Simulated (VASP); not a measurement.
Write the native input for VASP 6.6.1 that does the following.

```
Task                   : single point
Functional             : PBE
Potentials or basis    : VASP PAW PBE potentials, release 64 (In_d, As)
Cutoff                 : 520 eV
k mesh                 : 1 × 1 × 1
Occupations            : gaussian, width 0.05 eV
Spin                   : no spin polarisation
Dipole correction      : no
Further INCAR settings : LREAL = Auto; ALGO = Normal; EDIFF = 1e-06; NBANDS = 276
```

The structure of InAs lies in POSCAR:

```
InAs
1.0
    0.0000000000      9.0540000000      9.0540000000
    9.0540000000      0.0000000000      9.0540000000
    9.0540000000      9.0540000000      0.0000000000
In As
27 27
Direct
    0.0000000000      0.0000000000      0.0000000000
    0.0000000000      0.0000000000      0.3333330000
    0.0000000000      0.0000000000      0.6666670000
    0.0000000000      0.3333330000      0.0000000000
    0.0000000000      0.3333330000      0.3333330000
    0.0000000000      0.3333330000      0.6666670000
    0.0000000000      0.6666670000      0.0000000000
    0.0000000000      0.6666670000      0.3333330000
    0.0000000000      0.6666670000      0.6666670000
    0.3333330000      0.0000000000      0.0000000000
    0.3333330000      0.0000000000      0.3333330000
    0.3333330000      0.0000000000      0.6666670000
    0.3333330000      0.3333330000      0.0000000000
    0.3333330000      0.3333330000      0.3333330000
    0.3333330000      0.3333330000      0.6666670000
    0.3333330000      0.6666670000      0.0000000000
    0.3333330000      0.6666670000      0.3333330000
    0.3333330000      0.6666670000      0.6666670000
    0.6666670000      0.0000000000      0.0000000000
    0.6666670000      0.0000000000      0.3333330000
    0.6666670000      0.0000000000      0.6666670000
    0.6666670000      0.3333330000      0.0000000000
    0.6666670000      0.3333330000      0.3333330000
    0.6666670000      0.3333330000      0.6666670000
    0.6666670000      0.6666670000      0.0000000000
    0.6666670000      0.6666670000      0.3333330000
    0.6666670000      0.6666670000      0.6666670000
    0.0833330000      0.0833330000      0.0833330000
    0.0833330000      0.0833330000      0.4166670000
    0.0833330000      0.0833330000      0.7500000000
    0.0833330000      0.4166670000      0.0833330000
    0.0833330000      0.4166670000      0.4166670000
    0.0833330000      0.4166670000      0.7500000000
    0.0833330000      0.7500000000      0.0833330000
    0.0833330000      0.7500000000      0.4166670000
    0.0833330000      0.7500000000      0.7500000000
    0.4166670000      0.0833330000      0.0833330000
    0.4166670000      0.0833330000      0.4166670000
    0.4166670000      0.0833330000      0.7500000000
    0.4166670000      0.4166670000      0.0833330000
    0.4166670000      0.4166670000      0.4166670000
    0.4166670000      0.4166670000      0.7500000000
    0.4166670000      0.7500000000      0.0833330000
    0.4166670000      0.7500000000      0.4166670000
    0.4166670000      0.7500000000      0.7500000000
    0.7500000000      0.0833330000      0.0833330000
    0.7500000000      0.0833330000      0.4166670000
    0.7500000000      0.0833330000      0.7500000000
    0.7500000000      0.4166670000      0.0833330000
    0.7500000000      0.4166670000      0.4166670000
    0.7500000000      0.4166670000      0.7500000000
    0.7500000000      0.7500000000      0.0833330000
    0.7500000000      0.7500000000      0.4166670000
    0.7500000000      0.7500000000      0.7500000000
```

These files were run (other wordings do the same):

INCAR

```
ALGO = Normal
EDIFF = 1E-6
ENCUT = 520
GGA = PE
ISIF = 2
ISMEAR = 0
LASPH = True
LCHARG = False
LREAL = Auto
LWAVE = False
NBANDS = 276
NELM = 100
PREC = Accurate
SIGMA = 0.05
```

KPOINTS

```
k-points
0
Gamma
  1 1 1
```

Potentials or basis: VASP PAW PBE potentials, release 64 (In_d, As).

Command:

```bash
$ cat potpaw_PBE.64/In_d/POTCAR potpaw_PBE.64/As/POTCAR > POTCAR
$ mpirun -np 1 vasp_gam > vasp.out
```

It gave:

```json
{"Pressure": "6.3 GPa", "Band gap on the k mesh": "zero (filled and empty bands touch)"}
```

Caveat: the k points lie up to 0.60 Å⁻¹ apart; spin-orbit coupling is left out, which moves the levels of the heavy elements.

It took 18 min on 1 thread of Oxide Virtual Turin-like Processor, with other jobs on the host, peak memory 1.6 GiB.
